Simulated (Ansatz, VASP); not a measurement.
# One calculation of Al3GaAs4, two programs

```xyz
8
Lattice="4.0552 0.0000 0.0000 0.0000 8.1095 0.0000 0.0000 0.0000 5.7295" Properties=species:S:1:pos:R:3 pbc="T T T"
Al    0.0000    6.0799    5.7294
Al    0.0000    2.0296    5.7294
Al    2.0276    4.0548    2.8628
Ga    2.0276    0.0000    2.8656
As    0.0000    0.0000    1.4230
As    2.0276    2.0338    4.3021
As    0.0000    4.0548    1.4330
As    2.0276    6.0757    4.3021
```

Alike in both runs: functional PBE; k mesh 8 × 4 × 6; occupations gaussian, width 0.02 eV; no spin polarisation.

Ansatz relaxed the structure, and its values are those at the end. VASP's run is a single point on that final structure, the one shown.

```csv
,VASP,Ansatz
version,VASP 6.6.1,Ansatz 0.2.0
potentials or method,"VASP PAW PBE potentials, release 64 (Al, Ga_d, As), cutoff 520 eV","scalar-relativistic, plane waves, PAW"
valence electrons in the cell,42,82
```

```tsv
	VASP	Ansatz	Ansatz less VASP
gap on the k mesh at the Fermi level (eV)	1.30	1.30	-0.003
least direct gap on the mesh (eV)	1.30	1.30	-0.003
pressure (GPa)	0.2	0.0	-0.16
```

With one functional, cell and mesh, what is left measures potentials, basis and numerics. VASP's potentials hold 42 valence electrons a cell and Ansatz's 82, so a difference there can come from the potentials and not from the codes.
